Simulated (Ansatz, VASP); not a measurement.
## One calculation of TiAl, two programs

```xyz
2
Lattice="2.7172 0.7348 0.0162 -0.7352 2.7171 -0.0047 -0.0242 0.0005 4.0523" Properties=species:S:1:pos:R:3 pbc="T T T"
Ti   -0.2877    0.1652   -0.0017
Al    0.6912    1.8914    2.0301
```

Change from the starting cell: cell sheared at random, sigma 0.06, atoms nudged by 0.01 Å; relaxed back.

Alike in both runs: functional r2SCAN; k mesh 12 × 12 × 8; occupations gaussian, width 0.15 eV; no spin polarisation.

Ansatz relaxed the structure, and its values are those at the end. VASP's run is a single point on that final structure, the one shown.

```csv
,VASP,Ansatz
version,VASP 6.6.1,Ansatz 0.2.0
potentials or method,"VASP PAW PBE potentials, release 64 (Ti_sv, Al), cutoff 520 eV","scalar-relativistic, plane waves, PAW"
valence electrons in the cell,15,15
```

```tsv
	VASP	Ansatz	Ansatz less VASP
gap on the k mesh at the Fermi level (eV)	none	none	-
pressure (GPa)	0.1	0.0	-0.12
```

VASP's potentials were made for PBE, not for r2SCAN. A gap of «none» marks a metal or a gap that the smearing closes. The functional is the same, so the differences come from potentials, cutoffs and numerics.
